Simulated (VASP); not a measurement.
Here is a VASP 6.6.1 calculation.

File INCAR:

```
PREC = Accurate ; ENCUT = 520
EDIFF = 1E-7 ; ISMEAR = 0
SIGMA = 0.05 ; LREAL = F
LASPH = T ; NELM = 80
ALGO = Normal ; ISIF = 2
LWAVE = F ; LCHARG = F
GGA = PE ; NBANDS = 16
```

The input KPOINTS:

```
regular mesh
0
Gamma
  18 18 8
```

Contents of POSCAR:

```
MgO
1.0
    3.3077869900      0.0000000000      0.0000000000
   -1.6538934900      2.8646275600      0.0000000000
    0.0000000000      0.0000000000      4.9828816700
Mg O
2 2
Direct
    0.3333333300      0.6666666700      0.0021597400
    0.6666666700      0.3333333300      0.5021597400
    0.3333333300      0.6666666700      0.4024402600
    0.6666666700      0.3333333300      0.9024402600
```

Potentials or basis: VASP PAW PBE potentials, release 64 (Mg, O).

Command:

```sh
$ cat potpaw_PBE.64/Mg/POTCAR potpaw_PBE.64/O/POTCAR > POTCAR
$ mpirun -np 1 vasp_std > vasp.out
```

Predict the pressure.

3.0 GPa.

Estimate the band gap on the k mesh.

3.46 eV, direct.

Forces in eV/Å, atoms in the order of the input:
```
Mg   0.000  0.000  0.008
Mg   0.000  0.000  0.008
O    0.000  0.000 -0.008
O    0.000  0.000 -0.008
```

A k mesh can miss the band edges.
